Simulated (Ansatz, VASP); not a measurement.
One calculation of KSiH, two programs

The input INCAR:

```
SYSTEM = KSiH
PREC     = Accurate       ! precision mode
ENCUT    = 500            ! plane-wave cutoff, eV
EDIFF    = 1E-7           ! SCF threshold, eV
ISMEAR   = 0              ! smearing method
SIGMA    = 0.1            ! smearing width, eV
LREAL    = .False.        ! projectors in reciprocal space
LASPH    = .True.         ! aspherical terms in the spheres
NELM     = 120            ! most SCF steps
ALGO     = Normal         ! electronic algorithm
ISIF     = 3              ! what is computed and relaxed
LWAVE    = .False.        ! write WAVECAR
LCHARG   = .False.        ! write CHGCAR
GGA      = PE             ! functional
IBRION   = 2              ! ionic algorithm
NSW      = 90             ! ionic steps
EDIFFG   = -0.04          ! ionic threshold
GGA_COMPAT= .False.      
NELMIN   = 4
```

KPOINTS

```
Automatic mesh
0
Gamma
  6 6 4
  0 0 0
```

File POSCAR:

```
KSiH
1.0
    3.3641063600      0.0000000000      0.0000000000
    0.0000000000      3.3641063600      0.0000000000
    0.0000000000      0.0000000000      4.9169346300
K Si H
1 1 1
Direct
    0.5000000000      0.5000000000      0.3281611800
    0.0000000000      0.0000000000      0.1416135200
    0.5000000000      0.5000000000      0.8313673400
```

Input for Ansatz:

```yaml
crystal:
  lattice:
    - [3.36410636, 0.0, 0.0]
    - [0.0, 3.36410636, 0.0]
    - [0.0, 0.0, 4.91693463]
  atoms:
    - { symbol: K, position: [0.5, 0.5, 0.32816118] }
    - { symbol: Si, position: [0.0, 0.0, 0.14161352] }
    - { symbol: H, position: [0.5, 0.5, 0.83136734] }
basis:
  ecutwfc: 420
kpoints:
  mp_grid: { grid: [6, 6, 4] }
hamiltonian:
  xc: pbe
scf:
  occupations: { method: gaussian, width: 0.1 }
  lower_state_search: "off"
output:
  forces: true
  stress: true
  eigenvalues: true
relax:
  adjacent_minimum: "off"
  f_tol: 0.04
  max_steps: 70
  cell: { stress_tol: 0.4 }
```

Alike in both runs: task relaxation of cell and atoms; functional PBE; k mesh 6 × 6 × 4; occupations gaussian, width 0.1 eV; no spin polarisation.

|  | VASP | Ansatz |
| --- | --- | --- |
| version | VASP 6.6.1 | Ansatz 0.2.0 |
| potentials or method | VASP PAW PBE potentials, release 64 (K_sv, Si, H), cutoff 500 eV | scalar-relativistic, plane waves, PAW |
| valence electrons in the cell | 14 | 14 |

```csv
,VASP,Ansatz,Ansatz less VASP
"gap on the k mesh at the Fermi level, each at its own relaxed structure (eV)",none,none,-
relaxed volume (Å³/atom),17.77,17.77,+0.008
relaxed cell length with the largest relative difference (Å),3.129,3.130,+0.0007
```

A gap of «none» marks a metal or a gap that the smearing closes.
